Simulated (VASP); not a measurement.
A run of VASP 6.6.1 is set up as follows.

File INCAR:

```
ALGO = Fast
EDIFF = 1E-7
ENCUT = 520
GGA = PS
ISIF = 2
ISMEAR = 0
LASPH = T
LCHARG = F
LREAL = F
LWAVE = F
NBANDS = 20
NELM = 80
PREC = Accurate
SIGMA = 0.15
```

The input KPOINTS:

```
k-points
0
Gamma
  18 18 16
```

File POSCAR:

```
Ga
1.0
    1.4500000000     -4.0650000000      0.0000000000
    1.4500000000      4.0650000000      0.0000000000
    0.0000000000      0.0000000000      3.1700000000
Ga
2
Direct
    0.7980344828      0.0640344828      0.2500000000
    0.1330000000      0.8670000000      0.7500000000
```

Potentials or basis: VASP PAW PBE potentials, release 64 (Ga_d).

Launch:

```bash
$ cat potpaw_PBE.64/Ga_d/POTCAR > POTCAR
$ mpirun -np 1 vasp_std > vasp.out
```

(1) Predict the band gap on the k mesh.

(2) What does it give for the largest force?

Answers

(1) zero (bands 13 and 14 overlap by 9.36 eV).

(2) 0.133 eV/Å.

Caveat: the cell differs from its parent crystal (atom 1 (Ga) moved by (-0.200, +0.000) A along x and y); the PAW data sets were made with another functional, which shifts forces and pressure a little.
